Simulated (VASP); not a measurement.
# Fe (Im-3m) in VASP: further runs, part 2 of 2

VASP 6.6.1.

**3. Single point, PBE, collinear spin, ferromagnetic start**

INCAR reads:

```
SYSTEM = Fe
  ALGO = Normal
  EDIFF = 1E-6
  ENCUT = 520
  GGA = PE
  ISIF = 2
  ISMEAR = -1
  ISPIN = 2
  LASPH = .TRUE.
  LCHARG = .TRUE.
  LELF = .TRUE.
  LMAXMIX = 4
  LORBIT = 11
  LREAL = .FALSE.
  LVHAR = .TRUE.
  LWAVE = .FALSE.
  MAGMOM = 2.208
  NBANDS = 14
  NELM = 150
  PREC = Accurate
  SIGMA = 0.05
```

KPOINTS reads:

```
k-points
0
G
  4 4 4
  0 0 0
```

POSCAR reads:

```
Fe
1.0
   -1.4163059769      1.4163059769      1.4163059769
    1.4163059769     -1.4163059769      1.4163059769
    1.4163059769      1.4163059769     -1.4163059769
Fe
1
Direct
    0.0000000000      0.0000000000      0.0000000000
```

Potentials or basis: VASP PAW PBE potentials, release 64 (Fe).

Run with:

```bash
$ cat potpaw_PBE.64/Fe/POTCAR > POTCAR
$ mpirun -np 1 vasp_std > vasp.out
```

OUTCAR:

```text
SYSTEM = Fe
   EDIFF = 1E-6
   ENCUT = 520
   GGA = PE
   ISIF = 2
   ISMEAR = -1
   ISPIN = 2
   LASPH = .TRUE.
   LORBIT = 11
   LREAL = .FALSE.
   NELM = 150
   PREC = Accurate

 ion  position               nearest neighbor table
   1  0.000  0.000  0.000-

  LATTYP: Found a body centered cubic cell.
 ALAT       =     2.8326119538

  Lattice vectors:

 A1 = (  -1.4163059769,   1.4163059769,   1.4163059769)
 A2 = (   1.4163059769,  -1.4163059769,   1.4163059769)
 A3 = (   1.4163059769,   1.4163059769,  -1.4163059769)

Analysis of symmetry for initial positions (statically):
=====================================================================
 Subroutine PRICEL returns:
 Original cell was already a primitive cell.

 Routine SETGRP: Setting up the symmetry group for a
 body centered cubic supercell.

 Subroutine GETGRP returns: Found 48 space group operations
 (whereof 48 operations were pure point group operations)
 out of a pool of 48 trial point group operations.

The static configuration has the point symmetry O_h .

Analysis of symmetry for dynamics (positions and initial velocities):
=====================================================================
 Subroutine PRICEL returns:
 Original cell was already a primitive cell.

 Routine SETGRP: Setting up the symmetry group for a
 body centered cubic supercell.

 Subroutine GETGRP returns: Found 48 space group operations
 (whereof 48 operations were pure point group operations)
 out of a pool of 48 trial point group operations.

The dynamic configuration has the point symmetry O_h .

Analysis of structural, dynamic, and magnetic symmetry:
=====================================================================
 Subroutine PRICEL returns:
 Original cell was already a primitive cell.

 Routine SETGRP: Setting up the symmetry group for a
 body centered cubic supercell.

[... 146 lines left out ...]
      4       3.7541      1.00000
      5       4.8539      1.00000
      6       4.8539      1.00000
      7      30.7875      0.00000
      8      30.7875      0.00000
      9      30.7875      0.00000
     10      35.8733      0.00000
     11      35.8733      0.00000
     12      38.2869      0.00000
     13      38.2869      0.00000
     14      38.2869      0.00000
[... 104 lines left out ...]
  band No.  band energies     occupation
      1       1.0471      1.00000
      2       1.0471      1.00000
      3       6.2085      0.50738
      4       6.2085      0.50732
      5       6.2085      0.50732
      6      15.7556      0.00000
      7      15.7556      0.00000
      8      15.7556      0.00000
      9      21.4790      0.00000
     10      21.4790      0.00000
     11      26.6112      0.00000
     12      45.3192      0.00000
     13      52.9053      0.00000
     14      52.9053      0.00000
 Fermi energy:         6.2099459929

 spin component 2

 k-point     1 :       0.0000    0.0000    0.0000
  band No.  band energies     occupation
      1      -2.4194      1.00000
      2       5.3343      1.00000
      3       5.3345      1.00000
      4       5.3345      1.00000
      5       7.5368      0.00000
      6       7.5370      0.00000
      7      30.6221      0.00000
      8      30.6221      0.00000
      9      30.6221      0.00000
     10      36.1900      0.00000
     11      36.1900      0.00000
     12      38.8572      0.00000
     13      38.8572      0.00000
     14      38.8573      0.00000
[... 105 lines left out ...]
      1       2.8458      1.00000
      2       2.8460      1.00000
      3       8.0141      0.00000
      4       8.0143      0.00000
      5       8.0143      0.00000
      6      16.0299      0.00000
      7      16.0299      0.00000
      8      16.0299      0.00000
      9      22.5878      0.00000
     10      22.5879      0.00000
     11      27.6887      0.00000
     12      45.5040      0.00000
     13      54.0052      0.00000
     14      54.0053      0.00000

------------------------ aborting loop because EDIFF is reached ----------------------------------------

  FORCE on cell =-STRESS in cart. coord.  units (eV):
  Direction    XX          YY          ZZ          XY          YZ          ZX
  --------------------------------------------------------------------------------------
  -------------------------------------------------------------------------------------
  Total       -0.2623689     -0.2623689     -0.2623689     -0.0000000      0.0000000     -0.0000000
  in kB      -36.9906229    -36.9906229    -36.9906229     -0.0000000      0.0000000     -0.0000000
  external PRESSURE =     -36.9906229 kB  Pullay stress =       0.0000000 kB

 VOLUME and BASIS-vectors are now :
 -----------------------------------------------------------------------------
  energy-cutoff  :      520.00
  volume of cell :       11.36
      direct lattice vectors                 reciprocal lattice vectors
    -1.416305977  1.416305977  1.416305977     0.000000000  0.353031060  0.353031060
     1.416305977 -1.416305977  1.416305977     0.353031060  0.000000000  0.353031060
     1.416305977  1.416305977 -1.416305977     0.353031060  0.353031060  0.000000000

 POSITION                                       TOTAL-FORCE (eV/Angst)
 -----------------------------------------------------------------------------------
      0.00000      0.00000      0.00000        -0.000000      0.000000      0.000000
 -----------------------------------------------------------------------------------
    total drift:                                0.000000      0.000000      0.000000

  FREE ENERGIE OF THE ION-ELECTRON SYSTEM (eV)
  ---------------------------------------------------
  free  energy   TOTEN  =        -8.2444899023 eV

  energy  without entropy=       -8.2362432789  energy(sigma->0) =       -8.24036659

 total charge

# of ion       s       p       d       tot
------------------------------------------
    1        0.496   0.501   6.284   7.281

 magnetization (x)

# of ion       s       p       d       tot
------------------------------------------
    1        0.000  -0.033   2.018   1.985
```

OSZICAR:

```text
N       E                     dE             d eps       ncg     rms          rms(c)
DAV:   1     0.223488150899E+02    0.22349E+02   -0.39877E+03   496   0.674E+02
DAV:   2    -0.837354411688E+01   -0.30722E+02   -0.27987E+02   486   0.126E+02
DAV:   3    -0.934906077033E+01   -0.97552E+00   -0.97354E+00   562   0.240E+01
DAV:   4    -0.935212915160E+01   -0.30684E-02   -0.30683E-02   532   0.125E+00
DAV:   5    -0.935214579961E+01   -0.16648E-04   -0.16648E-04   532   0.929E-02    0.113E+01
DAV:   6    -0.840751130415E+01    0.94463E+00   -0.10513E+01   538   0.380E+01    0.562E+00
DAV:   7    -0.825307514560E+01    0.15444E+00   -0.90998E-01   556   0.112E+01    0.307E+00
DAV:   8    -0.825014177486E+01    0.29334E-02   -0.40333E-03   510   0.446E-01    0.136E+00
DAV:   9    -0.824447098000E+01    0.56708E-02   -0.26946E-03   556   0.293E-01    0.377E-01
DAV:  10    -0.824435301568E+01    0.11796E-03   -0.44307E-04   538   0.226E-01    0.948E-02
DAV:  11    -0.824448479259E+01   -0.13178E-03   -0.32180E-05   556   0.452E-02    0.362E-02
DAV:  12    -0.824448895065E+01   -0.41581E-05   -0.16733E-05   550   0.324E-02    0.182E-02
DAV:  13    -0.824448990227E+01   -0.95162E-06   -0.28839E-06   318   0.136E-02
   1 F= -.82444899E+01 E0= -.82403666E+01  d E =-.824662E-02  mag=     1.9971
```

stdout:

```text
POSCAR found type information on POSCAR Fe
 POSCAR found :  1 types and       1 ions
 scaLAPACK will be used
 LDA part: xc-table for (Slater+PW92), standard interpolation
 POSCAR, INCAR and KPOINTS ok, starting setup
 FFT: planning ... GRIDC
 FFT: planning ... GRID_SOFT
 FFT: planning ... GRID
 WAVECAR not read
 entering main loop
```

Wall time 3.7 s (1 thread of Intel Xeon Platinum 8488C (Sapphire Rapids), shared host); peak memory 0.12 GiB.

What came out:

| Item | Value |
| --- | --- |
| Free energy | -8.2445 eV |
| Pressure | -3.7 GPa |
| Band gap on the k mesh | zero (filled and empty bands overlap) |
| Net moment | 2.00 μB per cell |
| Site moments | Fe +1.99 μB |
| Valence electrons inside the program's atomic spheres | Fe 7.28 |

Caveat: the k points lie up to 0.78 Å⁻¹ apart.

**4. Single point, PBE, collinear spin, ferromagnetic start**

INCAR reads:

```
  PREC = Accurate
  ENCUT = 520
  EDIFF = 1E-7
  ISMEAR = -1
  SIGMA = 0.05
  LREAL = F
  LASPH = T
  NELM = 150
  ALGO = Normal
  ISIF = 2
  LWAVE = F
  LCHARG = F
  ISPIN = 2
  MAGMOM = 2.208
  LORBIT = 11
  LMAXMIX = 4
  GGA = PE
  NBANDS = 14
```

KPOINTS reads:

```
Automatic mesh
0
Gamma
  5 5 5
```

POSCAR is that of step 3.

Run with:

```bash
$ cat potpaw_PBE.64/Fe/POTCAR > POTCAR
$ mpirun -np 1 vasp_std > vasp.out
```

Wall time 4.3 s (1 thread of Intel Xeon Platinum 8488C (Sapphire Rapids), shared host); peak memory 0.12 GiB.

Results (log left out):

| Quantity | Value |
| --- | --- |
| Free energy | -8.2004 eV |
| Pressure | -3.1 GPa |
| Band gap on the k mesh | zero (filled and empty bands overlap) |
| Net moment | 2.01 μB per cell |
| Site moments | Fe +2.01 μB |
| Valence electrons inside the program's atomic spheres | Fe 7.26 |

Levels at points of the mesh, in eV from the Fermi level:
Spin up:
| k point | band 2 | band 3 | band 4 | band 5 | band 6 | band 7 | band 8 | band 9 |
| --- | --- | --- | --- | --- | --- | --- | --- | --- |
| (0.00, 0.00, 0.00) | -2.21 | -2.21 | -2.21 | -1.07 | -1.07 | 25.11 | 25.11 | 25.11 |
Spin down:
```tsv
k point	band 1	band 2	band 3	band 4	band 5	band 6	band 7
(0.00, 0.00, 0.00)	-8.19	-0.53	-0.53	-0.53	1.59	1.59	24.87
```

Caveat: the k points lie up to 0.63 Å⁻¹ apart.

**5. Single point, PBE, collinear spin, ferromagnetic start**

INCAR reads:

```
PREC = Accurate
ENCUT = 520
EDIFF = 1E-6
ISMEAR = -1
SIGMA = 0.05
LREAL = False
LASPH = True
NELM = 150
ALGO = Normal
ISIF = 2
LWAVE = False
LCHARG = True
ISPIN = 2
MAGMOM = 2.208
LORBIT = 11
LMAXMIX = 4
GGA = PE
LELF = True
LVHAR = True
NBANDS = 14
```

KPOINTS reads:

```
Automatic mesh
0
Gamma
  7 7 7
```

POSCAR is that of step 4.

Run with:

```bash
$ cat potpaw_PBE.64/Fe/POTCAR > POTCAR
$ mpirun -np 1 vasp_std > vasp.out
```

Wall time 6.2 s (1 thread of Intel Xeon Platinum 8488C (Sapphire Rapids), shared host); peak memory 0.12 GiB.

Results (log left out):

- Free energy: -8.2547 eV
- Pressure: 1.5 GPa
- Net moment: 2.30 μB per cell
- Site moments: Fe +2.29 μB
- Valence electrons inside the program's atomic spheres: Fe 7.27

Levels at points of the mesh, in eV from the Fermi level:
Spin up:
| k point | band 3 | band 4 | band 5 | band 6 | band 7 | band 8 |
| --- | --- | --- | --- | --- | --- | --- |
| (0.00, 0.00, 0.00) | -2.39 | -2.39 | -1.16 | -1.16 | 24.93 | 24.93 |
Spin down:
```csv
k point,band 1,band 2,band 3,band 4,band 5,band 6
"(0.00, 0.00, 0.00)",-8.28,-0.38,-0.38,-0.38,1.66,1.66
```

Caveat: the k points lie up to 0.45 Å⁻¹ apart.

**6. Summary**

```csv
k mesh,gap on the mesh (eV),pressure (GPa),moment (μB)
2 × 2 × 2,none,29.1,3.50
4 × 4 × 4,none,-3.7,2.00
5 × 5 × 5,none,-3.1,2.01
7 × 7 × 7,none,1.5,2.30
```

Alike in all rows: task single point; level PBE; potentials or basis VASP PAW PBE potentials, release 64 (Fe); spin collinear, ferromagnetic start; cell as given; cutoff (eV) 520; smearing fermi-dirac 0.05 eV.

Caveats: all runs use coarse meshes.

Absolute energies hang on the potentials; compare differences alone.
